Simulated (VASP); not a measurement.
Crystal: Ta.

```
Ta
1.0
    -1.65128    1.65128    1.65128
     1.65128   -1.65128    1.65128
     1.65128    1.65128   -1.65128
Ta
1
Direct
  0.00000 0.00000 0.00000
```

```yaml
Program: VASP 6.6.1
Task: relaxation of cell and atoms
Functional: LDA
Potentials_or_basis: VASP PAW LDA potentials, release 64 (Ta_sv_GW)
Cutoff: 500 eV
k_mesh: 24 × 24 × 24
Occupations: fermi-dirac, width 0.08 eV
Spin: no spin polarisation
```

At the start: pressure -9.5 GPa; volume 18.01 Å³/atom.

Q: How do energy, volume and symmetry change on relaxing?

A: Over 7 steps the energy falls by 25.2 meV/atom and the volume is 17.19 Å³/atom (-4.5 %); space group Im-3m (No. 229, to 0.1 Å) before and after.

The path:
| step | energy change (eV) | largest force (eV/Å) | pressure (GPa) | volume (Å³) |
| --- | --- | --- | --- | --- |
| 1 | 0.0000 | 0.0000 | -9.53 | 18.01 |
| 2 | 0.1382 | 0.0000 | 31.10 | 15.36 |
| 3 | -0.0252 | 0.0000 | -0.49 | 17.23 |
| 4 | -0.0252 | 0.0000 | -0.03 | 17.20 |
| 5 | -0.0252 | 0.0000 | 0.18 | 17.18 |
| 6 | -0.0252 | 0.0000 | -0.35 | 17.22 |
| 7 | -0.0252 | 0.0000 | 0.00 | 17.19 |

Final structure:
```xyz
1
Lattice="-1.6259 1.6259 1.6259 1.6259 -1.6259 1.6259 1.6259 1.6259 -1.6259" Properties=species:S:1:pos:R:3 pbc="T T T"
Ta    0.0000    0.0000    0.0000
```
